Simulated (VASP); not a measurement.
A run of VASP 6.6.1 is set up as follows.

The input INCAR:

```
SYSTEM = Ta2C
ALGO = Normal
EDIFF = 1E-6
ENCUT = 520
GGA = PS
ISIF = 2
ISMEAR = 0
LASPH = .True.
LCHARG = .True.
LELF = .True.
LREAL = .False.
LVHAR = .True.
LWAVE = .False.
NBANDS = 20
NELM = 100
PREC = Accurate
SIGMA = 0.1
```

The input KPOINTS:

```
k-points
0
Gamma
  15 15 8
  0 0 0
```

POSCAR

```
Ta2C
1.0
    3.0807118804      0.0000000000      0.0000000000
   -1.5403559402      2.6679747502      0.0000000000
    0.0000000000      0.0000000000      4.4611086960
Ta C
2 1
Direct
    0.3333333333      0.6666666667      0.2445819016
    0.6666666667      0.3333333333      0.7554180984
    0.0000000000      0.0000000000      0.0000000000
```

Potentials or basis: VASP PAW PBE potentials, release 64 (Ta_pv, C).

The run is started by

```sh
$ cat potpaw_PBE.64/Ta_pv/POTCAR potpaw_PBE.64/C/POTCAR > POTCAR
$ mpirun -np 1 vasp_std > vasp.out
```

**Question.** Predict the largest force.

**Answer.** 2.933 eV/Å.

**Question.** What does it give for the band gap on the k mesh?

**Answer.** Zero (bands 13 and 14 overlap by 1.14 eV).

**Question.** Estimate the pressure.

**Answer.** 45.2 GPa.

Stress tensor (GPa, compression positive):
```
33.12  0.00  0.00
 0.00 33.12  0.00
 0.00  0.00 69.47
```

Caveat: the cell differs from its parent crystal (strained and its atoms moved); the cell stands under pressure; the PAW data sets were made with another functional, which shifts forces and pressure a little; spin-orbit coupling is left out, which moves the levels of the heavy elements.
